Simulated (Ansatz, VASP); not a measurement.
**Bi2Se3: VASP and Ansatz over several settings**

```xyz
5
Lattice="2.1121 1.2194 9.7325 -2.1121 1.2194 9.7325 0.0000 -2.4389 9.7325" Properties=species:S:1:pos:R:3 pbc="T T T"
Bi    0.0000    0.0000   17.4952
Bi    0.0000    0.0000   11.7024
Se    0.0000    0.0000   23.0165
Se    0.0000    0.0000    6.1811
Se    0.0000    0.0000    0.0000
```

Single points on this cell with VASP 6.6.1 and Ansatz 0.2.0. Each row is one pair of runs. Alike in all rows: spin: off; k mesh: 8 × 8 × 8; smearing: fermi-dirac, width 0.05 eV; Ansatz's potentials, cutoff: Ansatz PAW, 420 eV.

```csv
level,"VASP's potentials, cutoff","gap on the k mesh at the Fermi level (eV), VASP","gap on the k mesh at the Fermi level (eV), Ansatz","least direct gap on the mesh (eV), VASP","least direct gap on the mesh (eV), Ansatz","pressure (GPa), VASP","pressure (GPa), Ansatz"
PBE+D3(BJ),"VASP PAW PBE potentials, release 64 (Bi_d, Se), 520 eV",0.25,0.26,0.25,0.26,-3.0,-3.1
revPBE,"VASP PAW PBE potentials, release 64 (Bi_d, Se), 520 eV",0.31,0.31,0.31,0.31,0.2,0.2
"b88 exchange, pbe correlation","VASP PAW PBE potentials, release 64 (Bi_d, Se), 500 eV",0.25,?,0.25,?,-1.1,?
```

Q: Fill in what Ansatz gave in row 3.

A: gap on the k mesh at the Fermi level (eV): 0.26; least direct gap on the mesh (eV): 0.26; pressure (GPa): -1.1.

VASP's potentials hold 48 valence electrons a cell and Ansatz's 78, so a difference there can come from the potentials and not from the codes.

Spin-orbit coupling is off throughout.
